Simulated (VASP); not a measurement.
WS2, a sheet with vacuum:

```
CELL_PARAMETERS angstrom
3.92545 0.00000 0.00000
-1.96273 3.39954 0.00000
0.00000 0.00000 17.00000
ATOMIC_POSITIONS crystal
W 0.00000 0.00000 0.50000
S 0.33333 0.66667 0.58209
S 0.66667 0.33333 0.41791
```

Base run:

| Property | Result |
| --- | --- |
| Program | VASP 6.6.1 |
| Functional | PBE |
| Potentials or basis | VASP PAW PBE potentials, release 64 (W_sv, S) |
| Cutoff | 520 eV |
| k mesh | 6 × 6 × 1 |
| Occupations | gaussian, width 0.1 eV |
| Spin | collinear spin, ferrimagnetic start |
| Starting moments | [1.69, -0.07, -0.07] μB |

Its results: band gap on the k mesh zero (filled and empty bands overlap); net moment 2.00 μB per cell; largest force 1.874 eV/Å.

Q: The run is repeated on the same cell with these changes: spin from collinear spin, ferrimagnetic start to collinear spin, zero start; moments at the start from [1.69, -0.07, -0.07] to [0.0, 0.0, 0.0]. What comes out?

A: Band gap on the k mesh zero (filled and empty bands overlap); net moment 0.00 μB per cell; largest force 1.601 eV/Å.

Caveats: spin-orbit coupling is left out, which moves the levels of the heavy elements.
